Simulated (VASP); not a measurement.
Co:

```
Co
1.0
     2.47200    0.00000    0.00000
    -1.23600    2.14081    0.00000
     0.00000    0.00000    4.02114
Co
2
Cartesian
  0.0000 1.4272 1.0053
  1.2360 0.7136 3.0159
```

Program: VASP 6.6.1. Alike in all runs: potentials or basis VASP PAW PBE potentials, release 64 (Co); cell as given.

Q: Order these runs on this cell by their pressure, lowest first.
A. level RPBE; spin collinear, ferromagnetic start; k mesh 3 × 3 × 2; cutoff (eV) 600; smearing gaussian 0.1 eV
B. level PBE; spin collinear, ferromagnetic start; k mesh 3 × 3 × 2; cutoff (eV) 520; smearing gaussian 0.1 eV
C. level PBE; spin collinear, ferromagnetic start; k mesh 2 × 4 × 2; cutoff (eV) 600; smearing gaussian 0.0680285 eV
D. level PBE; spin collinear, ferromagnetic start; k mesh 2 × 4 × 1; cutoff (eV) 600; smearing gaussian 0.1 eV
E. level PBE+D3(BJ); spin off; k mesh 6 × 6 × 4; cutoff (eV) 520; smearing gaussian 0.1 eV

A: E (-14.2 GPa), D (-1.1 GPa), B (6.0 GPa), C (7.8 GPa), A (11.8 GPa).

Caveats: all runs use coarse meshes; pairwise dispersion overbinds metals, which lowers pressure and volume (some runs); the PAW data sets were made with another functional, which shifts forces and pressure a little (some runs).
